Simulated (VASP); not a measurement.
The system is MgCdF4.

```
CELL_PARAMETERS angstrom
3.45518 0.00000 0.00000
-1.72759 2.99227 0.00000
0.00000 0.00000 7.38646
ATOMIC_POSITIONS crystal
Mg 0.00000 0.00000 0.50000
Cd 0.00000 0.00000 0.00000
F 0.33333 0.66667 0.74077
F 0.33333 0.66667 0.25923
F 0.66667 0.33333 0.74077
F 0.66667 0.33333 0.25923
```

The cell was generated, and may not be a known phase.

- Program: VASP 6.6.1
- Task: relaxation of cell and atoms
- Functional: PBE
- Potentials or basis: VASP PAW PBE potentials, release 64 (Mg, Cd, F)
- Cutoff: 600 eV
- k mesh: 6 × 6 × 4
- Occupations: gaussian, width 0.1 eV
- Spin: no spin polarisation

At the start: pressure 9.5 GPa; volume 12.73 Å³/atom.

Task: How do energy, volume and symmetry change on relaxing?

Result: Over 10 steps the energy falls by 802.2 meV/atom and the volume is 11.65 Å³/atom (-8.4 %); space group P6/mmm (No. 191, to 0.1 Å) before and after.

The path:
```tsv
step	energy change (eV)	largest force (eV/Å)	pressure (GPa)	volume (Å³)
1	0.0000	0.8200	9.49	76.37
2	-4.1220	0.0415	-9.01	82.92
3	-4.2065	0.0967	-10.14	83.38
4	-4.7456	0.1781	-4.55	73.69
5	-4.7832	0.2092	-2.12	71.06
6	-4.7834	0.2133	-1.80	70.75
7	-4.8083	0.0899	0.82	69.20
8	-4.8095	0.1117	0.33	69.47
9	-4.8120	0.0713	0.11	69.65
10	-4.8135	0.0101	-0.22	69.92
```

Final structure:
```
CELL_PARAMETERS angstrom
3.79799 0.00000 0.00000
-1.89900 3.28916 0.00000
0.00000 0.00000 5.59707
ATOMIC_POSITIONS crystal
Mg 0.00000 0.00000 0.50000
Cd 0.00000 0.00000 0.00000
F 0.33333 0.66667 0.73947
F 0.33333 0.66667 0.26053
F 0.66667 0.33333 0.73947
F 0.66667 0.33333 0.26053
```

Caveat: a cell axis changed by over 15 % at a fixed basis, so the end point is rough.
